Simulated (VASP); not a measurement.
Input of a VASP 6.6.1 run:

Contents of INCAR:

```
SYSTEM = RbBr
PREC = Accurate ; ENCUT = 520
EDIFF = 1E-6 ; ISMEAR = 0
SIGMA = 0.05 ; LREAL = .False.
LASPH = .True. ; NELM = 80
ALGO = Normal ; ISIF = 2
LWAVE = .False. ; LCHARG = .False.
GGA = PE ; NBANDS = 15
```

Contents of KPOINTS:

```
regular mesh
0
Gamma
  6 6 6
  0 0 0
```

The input POSCAR:

```
RbBr
1.0
    0.0000000000      3.6845625000      3.4275000000
    3.1704375000      0.0000000000      3.4275000000
    3.1704375000      3.6845625000      0.0000000000
Rb Br
1 1
Direct
    0.0000000000      0.0000000000      0.0000000000
    0.5000000000      0.5000000000      0.5000000000
```

Potentials or basis: VASP PAW PBE potentials, release 64 (Rb_sv, Br).

Launch:

```sh
$ cat potpaw_PBE.64/Rb_sv/POTCAR potpaw_PBE.64/Br/POTCAR > POTCAR
$ mpirun -np 1 vasp_std > vasp.out
```

(1) Predict the pressure.

(2) What does it give for the band gap on the k mesh?

Results:

(1) 2.0 GPa.

(2) 4.19 eV.

Caveat: the cell differs from its parent crystal (strain -0.0750 x Voigt [1, -1, 0, 0, 0, 0]).
